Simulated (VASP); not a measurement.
# VH2: relaxation of the atoms with LDA

Crystal: VH2.

```xyz
3
Lattice="0.0000 1.6949 1.6949 1.6949 0.0000 1.6949 1.6949 1.6949 0.0000" Properties=species:S:1:pos:R:3 pbc="T T T"
V     0.0000    0.0000    0.0000
H     0.8475    0.8475    0.8475
H     2.5424    2.5424    2.5424
```

```json
{
  "Program": "VASP 6.6.1",
  "Task": "relaxation of the atoms",
  "Functional": "LDA",
  "Potentials or basis": "VASP PAW LDA potentials, release 64 (V_sv, H)",
  "Cutoff": "520 eV",
  "k mesh": "15 × 15 × 15",
  "Occupations": "fermi-dirac, width 0.05 eV",
  "Spin": "collinear spin, ferromagnetic start",
  "Starting moments": "[1.5, 0.0, 0.0] μB",
  "Dipole correction": "no",
  "Further INCAR settings": "ALGO = Normal; EDIFF = 1e-06; IBRION = 2; EDIFFG = -0.01; NSW = 50"
}
```

```yaml
Pressure_after_relaxing: 391.7 GPa
Net_moment: 0.00 μB per cell
```

Final structure:
```xyz
3
Lattice="0.0000 1.6949 1.6949 1.6949 0.0000 1.6949 1.6949 1.6949 0.0000" Properties=species:S:1:pos:R:3 pbc="T T T"
V     0.0000    0.0000    0.0000
H     0.8475    0.8475    0.8475
H     2.5424    2.5424    2.5424
```

Levels at points of the mesh, in eV from the Fermi level:
Spin up:
| k point | band 4 | band 5 | band 6 | band 7 | band 8 | band 9 | band 10 | band 11 | band 12 |
| --- | --- | --- | --- | --- | --- | --- | --- | --- | --- |
| (0.00, 0.00, 0.00) | -36.67 | -14.50 | -2.20 | -2.20 | -2.20 | 1.85 | 1.85 | 1.98 | 23.10 |
Spin down:
| k point | band 6 | band 7 | band 8 | band 9 | band 10 | band 11 |
| --- | --- | --- | --- | --- | --- | --- |
| (0.00, 0.00, 0.00) | -2.20 | -2.20 | -2.20 | 1.85 | 1.85 | 1.98 |

Wall time 48 s on 1 thread of Intel Xeon 8259CL, on a shared host, peak memory 0.14 GiB.

Caveat: the relaxation stopped at its first step, so nothing moved.
